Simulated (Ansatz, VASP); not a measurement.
## Two plane-wave programs on MgSiC2

```
Mg Si C
1.0
     1.50364    0.86812    5.14189
    -1.50364    0.86812    5.14189
     0.00000   -1.73625    5.14189
Mg Si C
1 1 2
Cartesian
  0.0000 0.0000 7.7128
  0.0000 0.0000 0.0000
  0.0000 0.0000 4.0890
  0.0000 0.0000 11.3366
```

Change from the starting cell: species swapped into the YScS2 type (R-3m, No. 166).

Alike in both runs: task relaxation of cell and atoms; functional PBE; k mesh 18 × 18 × 18; occupations gaussian, width 0.1 eV; no spin polarisation.

```csv
,VASP,Ansatz
version,VASP 6.6.1,Ansatz 0.2.0
potentials or method,"VASP PAW PBE potentials, release 64 (Mg, Si, C), cutoff 600 eV","scalar-relativistic, plane waves, PAW"
valence electrons in the cell,14,22
```

|  | VASP | Ansatz | Ansatz less VASP |
| --- | --- | --- | --- |
| gap on the k mesh at the Fermi level, each at its own relaxed structure (eV) | none | none | - |
| relaxed volume (Å³/atom) | 10.01 | 10.03 | +0.018 |
| relaxed cell length with the largest relative difference (Å) | 5.471 | 5.474 | +0.0030 |

A gap of «none» marks a metal or a gap that the smearing closes. VASP's potentials hold 14 valence electrons a cell and Ansatz's 22, so a difference there can come from the potentials and not from the codes.
